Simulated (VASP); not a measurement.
Wanted: the native input for a VASP 6.6.1 run.

```
Task                   : single point
Functional             : r2SCAN
Potentials or basis    : VASP PAW PBE potentials, release 64 (Ta_pv, Sb)
Cutoff                 : 520 eV
k mesh                 : 10 × 10 × 10
Occupations            : gaussian, width 0.05 eV
Spin                   : no spin polarisation
Dipole correction      : no
Further INCAR settings : ALGO = Normal; EDIFF = 1e-06; NBANDS = 15
```

The system is TaSb.

```xyz
2
Lattice="0.0000 3.1430 3.1430 3.1430 0.0000 3.1430 3.1430 3.1430 0.0000" Properties=species:S:1:pos:R:3 pbc="T T T"
Ta    0.0000    0.0000    0.0000
Sb    1.5715    1.5715    1.5715
```

These files were run (other wordings do the same):

POSCAR

```
TaSb
1.0
    0.0000000000      3.1430007119      3.1430007119
    3.1430007119      0.0000000000      3.1430007119
    3.1430007119      3.1430007119      0.0000000000
Ta Sb
1 1
Direct
    0.0000000000      0.0000000000      0.0000000000
    0.2500000000      0.2500000000      0.2500000000
```

INCAR.step1

```
SYSTEM = TaSb
PREC = Accurate
ENCUT = 520
ISMEAR = 0
SIGMA = 0.05
LREAL = .False.
LASPH = .True.
NELM = 80
NBANDS = 15
GGA = PE
ALGO = Normal
EDIFF = 1E-4
LWAVE = .True.
LCHARG = .False.
```

INCAR.step2

```
SYSTEM = TaSb
PREC = Accurate
ENCUT = 520
EDIFF = 1E-6
ISMEAR = 0
SIGMA = 0.05
LREAL = .False.
LASPH = .True.
NELM = 80
ALGO = Normal
ISIF = 2
LWAVE = .False.
LCHARG = .False.
METAGGA = R2SCAN
LMIXTAU = .True.
NBANDS = 15
ISTART = 1
```

KPOINTS

```
Automatic mesh
0
Gamma
  10 10 10
  0 0 0
```

Potentials or basis: VASP PAW PBE potentials, release 64 (Ta_pv, Sb).

Run with:

```sh
$ cat potpaw_PBE.64/Ta_pv/POTCAR potpaw_PBE.64/Sb/POTCAR > POTCAR
$ cp INCAR.step1 INCAR
$ mpirun -np 1 vasp_std > vasp.out
$ cp INCAR.step2 INCAR
$ mpirun -np 1 vasp_std > vasp.out
```

Results of the run:

```yaml
Pressure: -1.2 GPa
Band_gap_on_the_k_mesh: zero (band 8 reaches 4.72 eV, above the bottom of band 9 at 4.41 eV)
```

Caveat: the PAW data sets were made with another functional, which shifts forces and pressure a little; spin-orbit coupling is left out, which moves the levels of the heavy elements.

Run time: 2.6 min on 1 thread of Intel(R) Xeon(R) Platinum 8375C CPU @ 2.90GHz (Ice Lake), with other jobs on the host, peak memory 0.24 GiB.
